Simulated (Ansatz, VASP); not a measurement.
# Two plane-wave programs on MgO2

```
Mg O
1.0
     1.56464    0.90335    3.66868
    -1.56464    0.90335    3.66868
     0.00000   -1.80669    3.66868
Mg O
1 2
Direct
  0.00000 0.00000 0.00000
  0.42879 0.42879 0.42879
  0.57121 0.57121 0.57121
```

Change from the starting cell: strain -0.025 along x and y, +0.050 along z, atoms carried along.

Alike in both runs: task single point; functional PBEsol; k mesh 12 × 12 × 12; occupations gaussian, width 0.05 eV; no spin polarisation.

|  | VASP | Ansatz |
| --- | --- | --- |
| version | VASP 6.6.1 | Ansatz 0.2.0 |
| potentials or method | VASP PAW PBE potentials, release 64 (Mg, O), cutoff 520 eV | scalar-relativistic, plane waves, PAW |
| valence electrons in the cell | 14 | 22 |

```tsv
	VASP	Ansatz	Ansatz less VASP
gap on the k mesh at the Fermi level (eV)	1.18	1.20	+0.019
least direct gap on the mesh (eV)	1.18	1.20	+0.019
pressure (GPa)	-7.9	-7.6	+0.33
traceless stress, the component that is largest in VASP (GPa)	-19.69	-20.27	-0.576
rms of the force components (eV/Å)	0.647	0.697	+0.0496
```

VASP's potentials were made for PBE, not for PBEsol. Atom by atom the forces differ by 0.050 eV/Å (rms over components). VASP's potentials hold 14 valence electrons a cell and Ansatz's 22, so a difference there can come from the potentials and not from the codes.
